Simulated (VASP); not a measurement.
Input of a VASP 6.6.1 run:

INCAR

```
ALGO = Normal ; EDIFF = 1E-6
ENCUT = 1230 ; GGA = PE
GGA_COMPAT = F ; ISIF = 2
ISMEAR = 0 ; LASPH = T
LCHARG = T ; LELF = T
LREAL = F ; LVHAR = T
LWAVE = F ; NBANDS = 18
NELM = 120 ; PREC = Accurate
SIGMA = 0.1
```

The input KPOINTS:

```
k-points
0
Gamma
  14 14 12
```

Contents of POSCAR:

```
CdH2
1.0
    3.1633594439      0.0000000000      0.0000000000
    0.0000000000      3.1633594439      0.0000000000
    0.0000000000      0.0000000000      3.7080338144
Cd H
1 2
Direct
    0.0000000000      0.0000000000      0.5000000000
    0.5000000000      0.5000000000      0.5000000000
    0.0000000000      0.0000000000      0.0000000000
```

Potentials or basis: VASP PAW PBE potentials, release 64 (Cd_sv_GW, H_h).

Run with:

```console
$ cat potpaw_PBE.64/Cd_sv_GW/POTCAR potpaw_PBE.64/H_h/POTCAR > POTCAR
$ mpirun -np 1 vasp_std > vasp.out
```

(1) Predict the band gap on the k mesh.

(2) What does it give for the pressure?

Results:

(1) zero (bands 11 and 12 overlap by 1.92 eV).

(2) 0.0 GPa.
